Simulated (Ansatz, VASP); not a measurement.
**H4C in VASP and in Ansatz**

The input INCAR:

```
  PREC = Accurate
  ENCUT = 520
  EDIFF = 1E-7
  ISMEAR = 0
  SIGMA = 0.05
  LREAL = False
  LASPH = True
  NELM = 80
  ALGO = Normal
  ISIF = 2
  LWAVE = False
  LCHARG = False
  GGA = CA
  NBANDS = 12
```

The input KPOINTS:

```
Automatic mesh
0
Gamma
  6 6 6
```

The input POSCAR:

```
H4C
1.0
   -2.2930053298      2.4789246809      2.4789246809
    2.2930053298     -2.4789246809      2.4789246809
    2.2930053298      2.4789246809     -2.4789246809
H C
4 1
Direct
    0.0000000000      0.0000000000      0.7463128700
    0.7463128700      0.0000000000      0.0000000000
    0.0000000000      0.7463128700      0.0000000000
    0.2536871300      0.2536871300      0.2536871300
    0.0000000000      0.0000000000      0.0000000000
```

Input for Ansatz:

```yaml
crystal:
  lattice:
    - [-2.2930053298, 2.4789246809, 2.4789246809]
    - [2.2930053298, -2.4789246809, 2.4789246809]
    - [2.2930053298, 2.4789246809, -2.4789246809]
  atoms:
    - { symbol: H, position: [0.0, 0.0, 0.74631287] }
    - { symbol: H, position: [0.74631287, 0.0, 0.0] }
    - { symbol: H, position: [0.0, 0.74631287, 0.0] }
    - { symbol: H, position: [0.25368713, 0.25368713, 0.25368713] }
    - { symbol: C, position: [0.0, 0.0, 0.0] }
basis:
  ecutwfc: 420
kpoints:
  mp_grid: { grid: [6, 6, 6] }
hamiltonian:
  xc: lda
scf:
  occupations: { method: gaussian, width: 0.05 }
output:
  forces: true
  stress: true
  eigenvalues: true
```

Change from the starting cell: strain -0.0750 x Voigt [1, 0, 0, 0, 0, 0], atoms carried along.

Alike in both runs: task single point; functional LDA; k mesh 6 × 6 × 6; occupations gaussian, width 0.05 eV; no spin polarisation.

```csv
,VASP,Ansatz
version,VASP 6.6.1,Ansatz 0.2.0
potentials or method,"VASP PAW LDA potentials, release 64 (H, C), cutoff 520 eV","scalar-relativistic, plane waves, PAW"
valence electrons in the cell,8,8
```

|  | VASP | Ansatz | Ansatz less VASP |
| --- | --- | --- | --- |
| gap on the k mesh at the Fermi level (eV) | 7.14 | 7.14 | +0.002 |
| least direct gap on the mesh (eV) | 7.14 | 7.14 | +0.002 |
| pressure (GPa) | 4.6 | 4.6 | +0.02 |
| traceless stress, the component that is largest in VASP (GPa) | 1.30 | 1.32 | +0.021 |
| rms of the force components (eV/Å) | 0.720 | 0.699 | -0.0214 |

LDA's correlation is that of Perdew and Zunger in VASP and of Perdew and Wang (1992) in Ansatz. Atom by atom the forces differ by 0.022 eV/Å (rms over components).
